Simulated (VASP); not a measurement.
HfRu3: single point with PBEsol

The system is HfRu3.

```
Hf Ru
1.0
     3.95433    0.00000    0.00000
     0.00000    3.95433    0.00000
     0.00000    0.00000    3.95433
Hf Ru
1 3
Direct
  0.00000 0.00000 0.00000
  0.00000 0.50000 0.50000
  0.50000 0.50000 0.00000
  0.50000 0.00000 0.50000
```

- Program: VASP 6.6.1
- Task: single point
- Functional: PBEsol
- Potentials or basis: VASP PAW PBE potentials, release 64 (Hf_pv, Ru_pv)
- Cutoff: 520 eV
- k mesh: 8 × 8 × 8
- Occupations: gaussian, width 0.05 eV
- Spin: no spin polarisation

The pressure is -10.1 GPa and the band gap on the k mesh is zero (bands 26 and 27 overlap by 3.03 eV).

Levels at points of the mesh, in eV from the Fermi level:
| k point | band 22 | band 23 | band 24 | band 25 | band 26 | band 27 | band 28 | band 29 | band 30 | band 31 |
| --- | --- | --- | --- | --- | --- | --- | --- | --- | --- | --- |
| (0.00, 0.00, 0.00) | -1.36 | 0.60 | 0.60 | 1.72 | 2.21 | 2.21 | 2.21 | 3.84 | 3.84 | 3.84 |
| (0.50, 0.00, 0.00) | -2.16 | -0.94 | -0.62 | -0.26 | -0.26 | -0.21 | 0.90 | 2.21 | 2.37 | 2.37 |
| (0.50, 0.50, 0.00) | -2.19 | -2.06 | -1.04 | -0.82 | -0.75 | -0.75 | 0.03 | 0.10 | 3.13 | 3.13 |
| (0.50, 0.50, 0.50) | -1.44 | -0.89 | -0.89 | 0.98 | 1.59 | 1.59 | 1.59 | 1.77 | 1.77 | 1.77 |

Wall time 57 s on 1 thread of AMD EPYC 7R43 64-Core Processor (Zen 3), with other jobs on the host, peak memory 0.17 GiB.

Caveat: the cell stands under tension; the PAW data sets were made with another functional, which shifts forces and pressure a little; spin-orbit coupling is left out, which moves the levels of the heavy elements.
